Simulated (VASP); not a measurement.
A run of VASP 6.6.1:

File INCAR:

```
SYSTEM = KMgF3
  ALGO = Normal
  EDIFF = 1E-6
  ENCUT = 520
  GGA = CA
  ISIF = 2
  ISMEAR = 0
  LASPH = .True.
  LCHARG = .False.
  LREAL = .False.
  LWAVE = .False.
  NBANDS = 24
  NELM = 80
  PREC = Accurate
  SIGMA = 0.05
```

The input KPOINTS:

```
k-points
0
Gamma
  6 6 6
  0 0 0
```

File POSCAR:

```
KMgF3
1.0
    3.9859000000      0.0000000000      0.0000000000
    0.0000000000      3.9859000000      0.0000000000
    0.0000000000      0.0000000000      3.9859000000
K Mg F
1 1 3
Direct
    0.5000000000      0.5000000000      0.5000000000
    0.0000000000      0.0000000000      0.0000000000
    0.5000000000      0.0443505094      0.0443505094
    0.0000000000      0.5443505094      0.0443505094
    0.0000000000      0.0443505094      0.5443505094
```

Potentials or basis: VASP PAW LDA potentials, release 64 (K_sv, Mg, F).

Command:

```console
$ cat potpaw_LDA.64/K_sv/POTCAR potpaw_LDA.64/Mg/POTCAR potpaw_LDA.64/F/POTCAR > POTCAR
$ mpirun -np 1 vasp_std > vasp.out
```

Hardware: 1 thread of Intel(R) Xeon(R) Platinum 8488C (Sapphire Rapids), on a shared host.

Problem. Estimate the wall time of this run.

Solution. It took 33 s on 1 thread of Intel(R) Xeon(R) Platinum 8488C (Sapphire Rapids), with other jobs on the host, peak memory 0.19 GiB. Counts: scf iterations 12, k points 52.
